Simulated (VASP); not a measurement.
# LiAgC (P4/mmm) in VASP: a series of runs

Runs on LiAgC. Level: PBE. Tasks: single point, relaxation of cell and atoms.

Program: VASP 6.6.1. These are calculated values, not measurements. Logs are shortened: lines on timing, memory, paths and dates and some standing lists are left out, and cuts for length are marked.

**1. The cell of the first run**

Symmetry: P4/mmm, No. 123, tetragonal system. The conventional cell has a = 3.070 Å, b = 3.070 Å, c = 4.165 Å, α = 90.00°, β = 90.00°, γ = 90.00°. Within 2.9 Å of Li (site symmetry 4/mmm) lie 4 C at 2.17 Å. Ag (site symmetry 4/mmm) has 2 C at 2.08 Å within 2.8 Å. Within 2.8 Å of C (site symmetry 4/mmm) lie 2 Ag at 2.08 Å and 4 Li at 2.17 Å.

**2. Single point, PBE**

The input, INCAR:

```
PREC = Accurate ; ENCUT = 520
EDIFF = 1E-7 ; ISMEAR = 0
SIGMA = 0.1 ; LREAL = False
LASPH = True ; NELM = 80
ALGO = Normal ; ISIF = 2
LWAVE = False ; LCHARG = False
GGA = PE ; NBANDS = 16
```

The input, KPOINTS:

```
regular mesh
0
Gamma
  6 6 4
```

The input, POSCAR:

```
LiAgC
1.0
    3.0699778750      0.0000000000      0.0000000000
    0.0000000000      3.0699778750      0.0000000000
    0.0000000000      0.0000000000      4.1654689450
Li Ag C
1 1 1
Direct
    0.5000000000      0.5000000000      0.5000000000
    0.0000000000      0.0000000000      0.0000000000
    0.0000000000      0.0000000000      0.5000000000
```

Potentials or basis: VASP PAW PBE potentials, release 64 (Li_sv, Ag, C).

The run is started by

```console
$ cat potpaw_PBE.64/Li_sv/POTCAR potpaw_PBE.64/Ag/POTCAR potpaw_PBE.64/C/POTCAR > POTCAR
$ mpirun -np 1 vasp_std > vasp.out
```

OUTCAR:

```text
PREC = Accurate
   ENCUT = 520
   EDIFF = 1E-7
   ISMEAR = 0
   LREAL = False
   LASPH = True
   NELM = 80
   ISIF = 2
   GGA = PE

 ion  position               nearest neighbor table
   1  0.500  0.500  0.500-   3 2.17   3 2.17   3 2.17   3 2.17   2 3.01   2 3.01   2 3.01   2 3.01
                             2 3.01   2 3.01   2 3.01   2 3.01
   2  0.000  0.000  0.000-   3 2.08   3 2.08   1 3.01   1 3.01   1 3.01   1 3.01   1 3.01   1 3.01
                             1 3.01   1 3.01
   3  0.000  0.000  0.500-   2 2.08   2 2.08   1 2.17   1 2.17   1 2.17   1 2.17

  LATTYP: Found a simple tetragonal cell.
 ALAT       =     3.0699778750
 C/A-ratio  =     1.3568400538

  Lattice vectors:

 A1 = (   3.0699778750,   0.0000000000,   0.0000000000)
 A2 = (   0.0000000000,   3.0699778750,   0.0000000000)
 A3 = (   0.0000000000,   0.0000000000,   4.1654689450)

Analysis of symmetry for initial positions (statically):
=====================================================================
 Subroutine PRICEL returns:
 Original cell was already a primitive cell.

 Routine SETGRP: Setting up the symmetry group for a
 simple tetragonal supercell.

 Subroutine GETGRP returns: Found 16 space group operations
 (whereof 16 operations were pure point group operations)
 out of a pool of 16 trial point group operations.

The static configuration has the point symmetry D_4h.

Analysis of symmetry for dynamics (positions and initial velocities):
=====================================================================
 Subroutine PRICEL returns:
 Original cell was already a primitive cell.

 Routine SETGRP: Setting up the symmetry group for a
 simple tetragonal supercell.

 Subroutine GETGRP returns: Found 16 space group operations
 (whereof 16 operations were pure point group operations)
 out of a pool of 16 trial point group operations.

The dynamic configuration has the point symmetry D_4h.

 Subroutine INISYM returns: Found 16 space group operations
 (whereof 16 operations are pure point group operations),
 and found     1 'primitive' translations

----------------------------------------------------------------------------------------

                                     Primitive cell

  volume of cell :      39.2586

  direct lattice vectors                    reciprocal lattice vectors
     3.069977875  0.000000000  0.000000000     0.325735247  0.000000000  0.000000000
     0.000000000  3.069977875  0.000000000     0.000000000  0.325735247  0.000000000
     0.000000000  0.000000000  4.165468945     0.000000000  0.000000000  0.240069009

  length of vectors
     3.069977875  3.069977875  4.165468945     0.325735247  0.325735247  0.240069009

  position of ions in fractional coordinates (direct lattice)
     0.500000000  0.500000000  0.500000000
     0.000000000  0.000000000  0.000000000
     0.000000000  0.000000000  0.500000000

  ion indices of the primitive-cell ions
   primitive index   ion index
                 1           1
                 2           2
                 3           3

----------------------------------------------------------------------------------------

 KPOINTS: regular mesh

Automatic generation of k-mesh.
 Grid dimensions read from file:
 generate k-points for:    6    6    4

 Generating k-lattice:

  Cartesian coordinates                     Fractional coordinates (reciprocal lattice)
     0.054289208  0.000000000  0.000000000     0.166666667  0.000000000  0.000000000
     0.000000000  0.054289208  0.000000000     0.000000000  0.166666667  0.000000000
     0.000000000  0.000000000  0.060017252     0.000000000  0.000000000  0.250000000

  Length of vectors
     0.054289208  0.054289208  0.060017252

  Shift w.r.t. Gamma in fractional coordinates (k-lattice)
     0.000000000  0.000000000  0.000000000

 Subroutine IBZKPT returns following result:
 ===========================================

 Found     30 irreducible k-points:

 Following reciprocal coordinates:
            Coordinates               Weight
  0.000000  0.000000  0.000000      1.000000
  0.166667  0.000000  0.000000      4.000000
  0.333333  0.000000  0.000000      4.000000
  0.500000  0.000000  0.000000      2.000000
  0.166667  0.166667  0.000000      4.000000
  0.333333  0.166667  0.000000      8.000000
[... 16 lines left out ...]
  0.333333  0.000000  0.500000      4.000000
  0.500000  0.000000  0.500000      2.000000
 [... further k-points ...]
   k-points           NKPTS =     30   k-points in BZ     NKDIM =     30   number of bands    NBANDS=     16
   number of dos      NEDOS =    301   number of ions     NIONS =      3
   total plane-waves  NPLWV =  18432
   dimension x,y,z NGX =    24 NGY =   24 NGZ =   32
   dimension x,y,z NGXF=    48 NGYF=   48 NGZF=   64
   ions per type =               1   1   1
   NGX,Y,Z   is equivalent  to a cutoff of  13.00, 13.00, 12.77 a.u.
   NGXF,Y,Z  is equivalent  to a cutoff of  25.99, 25.99, 25.54 a.u.
 SYSTEM =  unknown system
   PREC   = accura    normal or accurate (medium, high low for compatibility)
   ISTART =      0    job   : 0-new  1-cont  2-samecut
   ICHARG =      2    charge: 1-file 2-atom 10-const
   ISPIN  =      1    spin polarized calculation?
   LNONCOLLINEAR =      F non collinear calculations
   LSORBIT =      F    spin-orbit coupling
   LASPH  =      T    aspherical Exc in radial PAW
   ENCUT  =  520.0 eV  38.22 Ry    6.18 a.u.   5.71  5.71  7.75*2*pi/ulx,y,z
   NELM   =     80;   NELMIN=  2; NELMDL= -5     # of ELM steps
   EDIFF  = 0.1E-06   stopping-criterion for ELM
   LREAL  =      F    real-space projection
   EDIFFG = 0.1E-05   stopping-criterion for IOM
   NSW    =      0    number of steps for IOM
   IBRION =     -1    ionic relax: 0-MD 1-quasi-New 2-CG
   NFREE  =      0    steps in history (QN), initial steepest desc. (CG)
   ISIF   =      2    stress and relaxation
   ISYM   =      2    0-nonsym 1-usesym 2-fastsym
   POTIM  = 0.5000    time-step for ionic-motion
   TEBEG  =    0.0;   TEEND  =   0.0 temperature during run
   PSTRESS=    0.0 pullay stress
   NELECT =      18.0000    total number of electrons
   NUPDOWN=      -1.0000    fix difference up-down
   EMIN   =  10.00;   EMAX   =-10.00  energy-range for DOS
   EFERMI =   0.00;   METHOD = LEGACY
   ISMEAR =     0;   SIGMA  =   0.10  broadening in eV -4-tet -1-fermi 0-gaus
   EFERMI_NEDOS =   21; number of points for ismear=-14 and -15
   IALGO  =     38    algorithm
   IMIX   =      4    mixing-type and parameters
     AMIX     =   0.40;   BMIX     =  1.00
     AMIX_MAG =   1.60;   BMIX_MAG =  1.00
  volume/ion in A,a.u.               =      13.09        88.31
  Fermi-wavevector in a.u.,A,eV,Ry     =   1.262373  2.385538 21.682032  1.593584
  Thomas-Fermi vector in A             =   2.395784
   LORBIT       =      0    0 simple, 1 ext, 2 COOP (PROOUT), +10 PAW based schemes
   GGA     = PE    functional components
   LHFCALC =     F    Hartree Fock is set to
   AEXX    =    0.0000 exact exchange contribution
   IVDW    =     0    specifies the selected vdW correction
   LEPSILON=     F    determine dielectric tensor
   LRPA    =     F    only Hartree local field effects (RPA)
 non-spin polarized calculation
 Gauss-broadening in eV      SIGMA  =   0.10
  energy-cutoff  :      520.00
  volume of cell :       39.26
 maximum number of plane-waves:      1068
 NGX is ok and might be reduce to    24
   NGX = 11   NGY = 11   NGZ = 15

 number of electron      17.9999997 magnetization

 Free energy of the ion-electron system (eV)
  ---------------------------------------------------
  ext. energy  EPLUGINS =         0.00000000
  ---------------------------------------------------
  free energy    TOTEN  =       -10.91969637 eV

  energy without entropy =      -10.91122344  energy(sigma->0) =      -10.91545991

 E-fermi :   4.9128     XC(G=0): -10.5434

 val. band max:        4.8562958033   @ k =   0.1667   0.1667   0.0000
 cond. band min:       4.9331376293   @ k =   0.1667   0.1667   0.2500
 fundamental gap:      0.0768418260
 Fermi energy:         4.9128171322

 k-point     1 :       0.0000    0.0000    0.0000
  band No.  band energies     occupation
      1     -39.8672      2.00000
      2      -6.4621      2.00000
      3      -0.6024      2.00000
      4      -0.4312      2.00000
      5       0.6022      2.00000
      6       0.6022      2.00000
[... 8 lines left out ...]
     15      17.9774      0.00000
     16      17.9774      0.00000

 k-point     2 :       0.1667    0.0000    0.0000
  band No.  band energies     occupation
      1     -39.8652      2.00000
      2      -6.3123      2.00000
      3      -0.4542      2.00000
      4      -0.1487      2.00000
      5       0.3391      2.00000
      6       0.6197      2.00000
[... 8 lines left out ...]
     15      18.0578      0.00000
     16      18.5203      0.00000

 k-point     3 :       0.3333    0.0000    0.0000
  band No.  band energies     occupation
      1     -39.8611      2.00000
      2      -5.9839      2.00000
      3      -0.3198      2.00000
      4      -0.0499      2.00000
      5       0.6551      2.00000
      6       0.7011      2.00000
[... 8 lines left out ...]
     15      17.2972      0.00000
     16      18.6452      0.00000

 k-point     4 :       0.5000    0.0000    0.0000
  band No.  band energies     occupation
      1     -39.8591      2.00000
      2      -5.8010      2.00000
      3      -0.2558      2.00000
      4      -0.2095      2.00000
      5       0.5841      2.00000
      6       0.6728      2.00000
[... 8 lines left out ...]
     15      16.6587      0.00000
     16      18.1393      0.00000
[... 324 lines left out ...]
 k-point    22 :       0.1667    0.0000    0.5000
  band No.  band energies     occupation
      1     -39.8650      2.00000
      2      -5.1583      2.00000
      3      -1.7744      2.00000
      4      -0.3253      2.00000
      5      -0.0837      2.00000
      6       0.1865      2.00000
[... 8 lines left out ...]
     15      17.1452      0.00000
     16      19.2354      0.00000

 k-point    23 :       0.3333    0.0000    0.5000
  band No.  band energies     occupation
      1     -39.8610      2.00000
      2      -4.7948      2.00000
      3      -1.6499      2.00000
      4      -0.7270      2.00000
      5      -0.1630      2.00000
      6       0.3110      2.00000
[... 8 lines left out ...]
     15      17.4228      0.00000
     16      18.8494      0.00000

 k-point    24 :       0.5000    0.0000    0.5000
  band No.  band energies     occupation
      1     -39.8591      2.00000
      2      -4.5651      2.00000
      3      -1.5909      2.00000
      4      -1.1002      2.00000
      5      -0.0767      2.00000
      6       0.3467      2.00000
[... 8 lines left out ...]
     15      16.7300      0.00000
     16      19.2736      0.00000

 [... further k-points ...]
[... 5 lines left out ...]
  --------------------------------------------------------------------------------------
  -------------------------------------------------------------------------------------
  Total       -0.0648068     -0.0648068     -0.0897325      0.0000000      0.0000000      0.0000000
  in kB       -2.6448255     -2.6448255     -3.6620638      0.0000000      0.0000000      0.0000000
  external PRESSURE =      -2.9839049 kB  Pullay stress =       0.0000000 kB

 VOLUME and BASIS-vectors are now :
 -----------------------------------------------------------------------------
  energy-cutoff  :      520.00
  volume of cell :       39.26
      direct lattice vectors                 reciprocal lattice vectors
     3.069977875  0.000000000  0.000000000     0.325735247  0.000000000  0.000000000
     0.000000000  3.069977875  0.000000000     0.000000000  0.325735247  0.000000000
     0.000000000  0.000000000  4.165468945     0.000000000  0.000000000  0.240069009

 POSITION                                       TOTAL-FORCE (eV/Angst)
 -----------------------------------------------------------------------------------
      1.53499      1.53499      2.08273         0.000000      0.000000      0.000000
      0.00000      0.00000      0.00000         0.000000      0.000000      0.000000
      0.00000      0.00000      2.08273         0.000000      0.000000      0.000000
 -----------------------------------------------------------------------------------
    total drift:                                0.000000      0.000000     -0.000000

  FREE ENERGIE OF THE ION-ELECTRON SYSTEM (eV)
  ---------------------------------------------------
  free  energy   TOTEN  =       -10.9196963746 eV

  energy  without entropy=      -10.9112234448  energy(sigma->0) =      -10.91545991
```

Run time: 7.2 s. Hardware: 1 thread of Intel Xeon 6975P-C (Granite Rapids), shared host; peak memory 0.15 GiB.

Results:

```yaml
Free_energy: -10.9197 eV
Band_gap_on_the_k_mesh: zero (band 9 reaches 6.43 eV, above the bottom of band 10 at 4.02 eV)
```

Levels at points of the mesh, in eV from the Fermi level:
| k point | band 6 | band 7 | band 8 | band 9 | band 10 | band 11 | band 12 | band 13 |
| --- | --- | --- | --- | --- | --- | --- | --- | --- |
| (0.00, 0.00, 0.00) | -4.31 | -3.83 | -2.52 | 0.43 | 0.43 | 1.32 | 8.14 | 10.93 |
| (0.50, 0.00, 0.00) | -4.24 | -3.44 | -2.95 | -1.29 | 1.26 | 3.33 | 4.75 | 7.64 |
| (0.50, 0.50, 0.00) | -3.37 | -3.09 | -3.09 | -2.33 | -0.50 | 6.39 | 6.39 | 6.98 |
| (0.00, 0.00, 0.50) | -4.71 | -4.71 | -3.83 | 1.52 | 1.52 | 7.09 | 7.15 | 10.54 |
| (0.50, 0.00, 0.50) | -4.57 | -4.31 | -0.88 | -0.64 | 0.08 | 2.19 | 8.97 | 9.36 |
| (0.50, 0.50, 0.50) | -5.30 | -3.37 | -0.84 | -0.84 | 1.35 | 3.76 | 3.76 | 6.95 |

Caveat: the k points lie up to 0.38 Å⁻¹ apart; the cutoff is under 1.25 times the usual one of these potentials, so pressure, stress and relaxed cells hold a basis-set (Pulay) error.

**3. Single point, PBE**

This run uses another cell than the first one, of 14.98 Å³/atom, 1.144 times its volume.

The input, INCAR:

```
ALGO     = Normal         # electronic algorithm
EDIFF    = 1E-6           # SCF threshold, eV
ENCUT    = 520            # plane-wave cutoff, eV
GGA      = PE             # functional
ISIF     = 2              # what is computed and relaxed
ISMEAR   = 0              # smearing method
LASPH    = T              # aspherical terms in the spheres
LCHARG   = F              # write CHGCAR
LREAL    = F              # projectors in reciprocal space
LWAVE    = F              # write WAVECAR
NBANDS   = 16             # bands
NELM     = 100            # most SCF steps
PREC     = Accurate       # precision mode
SIGMA    = 0.1            # smearing width, eV
```

The input, KPOINTS:

```
k-points
0
Gamma
  6 6 4
```

The input, POSCAR:

```
LiAgC
1.0
    3.3470759200      0.0000000000      0.0000000000
    0.0000000000      3.3470759200      0.0000000000
    0.0000000000      0.0000000000      4.0105208800
Li Ag C
1 1 1
Direct
    0.5000000000      0.5000000000      0.5000000000
    0.0000000000      0.0000000000      0.0000000000
    0.0000000000      0.0000000000      0.5000000000
```

Potentials or basis: VASP PAW PBE potentials, release 64 (Li_sv, Ag, C).

The run is started by

```console
$ cat potpaw_PBE.64/Li_sv/POTCAR potpaw_PBE.64/Ag/POTCAR potpaw_PBE.64/C/POTCAR > POTCAR
$ mpirun -np 1 vasp_std > vasp.out
```

Wall time 9.2 s (1 thread of Intel Xeon 6975P-C (Granite Rapids), shared host); peak memory 0.17 GiB.

It converged, with:

```
Free energy            : -10.8050 eV
Band gap on the k mesh : zero (band 9 reaches 5.38 eV, above the bottom of band 10 at 2.99 eV)
```

Levels at points of the mesh, in eV from the Fermi level:
```tsv
k point	band 7	band 8	band 9	band 10	band 11	band 12
(0.00, 0.00, 0.00)	-4.09	-1.83	-0.06	-0.06	2.24	7.87
(0.50, 0.00, 0.00)	-3.23	-3.22	-1.11	0.57	3.79	4.88
(0.50, 0.50, 0.00)	-2.81	-2.81	-2.53	-0.64	5.66	6.29
(0.00, 0.00, 0.50)	-4.46	-4.08	1.50	1.50	6.34	7.12
(0.50, 0.00, 0.50)	-4.36	-1.29	-0.18	0.42	1.97	7.47
(0.50, 0.50, 0.50)	-3.78	-0.23	-0.23	0.63	3.49	3.49
```

Caveat: the k points lie up to 0.39 Å⁻¹ apart; the cutoff is under 1.25 times the usual one of these potentials, so pressure, stress and relaxed cells hold a basis-set (Pulay) error.

(Continued in part 2 of 2.)
